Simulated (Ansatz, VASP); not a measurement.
# W in VASP and in Ansatz

Contents of INCAR:

```
PREC = Accurate ; ENCUT = 520
EDIFF = 1E-7 ; ISMEAR = -1
SIGMA = 0.05 ; LREAL = F
LASPH = T ; NELM = 100
ALGO = Normal ; ISIF = 2
LWAVE = F ; LCHARG = F
GGA = PS ; NBANDS = 21
```

File KPOINTS:

```
regular mesh
0
Gamma
  10 10 10
```

The input POSCAR:

```
W
1.0
    0.0000000000      2.7225927735      2.7225927735
    2.7225927735      0.0000000000      2.7225927735
    2.7225927735      2.7225927735      0.0000000000
W
2
Direct
   -0.2825000000     -0.0725000000     -0.0725000000
    0.2825000000      0.0725000000      0.0725000000
```

Input for Ansatz:

```yaml
crystal:
  lattice:
    - [0.0, 2.7225927735, 2.7225927735]
    - [2.7225927735, 0.0, 2.7225927735]
    - [2.7225927735, 2.7225927735, 0.0]
  atoms:
    - { symbol: W, position: [-0.2825, -0.0725, -0.0725] }
    - { symbol: W, position: [0.2825, 0.0725, 0.0725] }
kpoints:
  mp_grid: { grid: [10, 10, 10] }
scf:
  occupations: { method: fermi_dirac, width: 0.05 }
  initial_density: { chi_scale: 0.0 }
hamiltonian:
  xc: pbesol
  pseudopotentials: { kind: paw }
output:
  forces: true
  stress: true
  eigenvalues: true
  populations: true
```

Alike in both runs: task single point; functional PBEsol; k mesh 10 × 10 × 10; occupations fermi-dirac, width 0.05 eV; no spin polarisation.

```csv
,VASP,Ansatz
version,VASP 6.6.1,Ansatz 0.2.0
potentials or method,"VASP PAW PBE potentials, release 64 (W_sv)","PAW with Ansatz's default frozen-core files, scalar-relativistic"
plane-wave cutoff (eV),520,420
valence electrons in the cell,28,28
```

|  | VASP | Ansatz | Ansatz less VASP |
| --- | --- | --- | --- |
| gap on the k mesh at the Fermi level (eV) | none | none | - |
| rms of the force components (eV/Å) | 137.914 | 139.314 | +1.4001 |

VASP's potentials were made for PBE, not for PBEsol. Atom by atom the forces differ by 1.400 eV/Å (rms over components). A gap of «none» marks a metal or a gap that the smearing closes.

Spin-orbit coupling is off throughout.
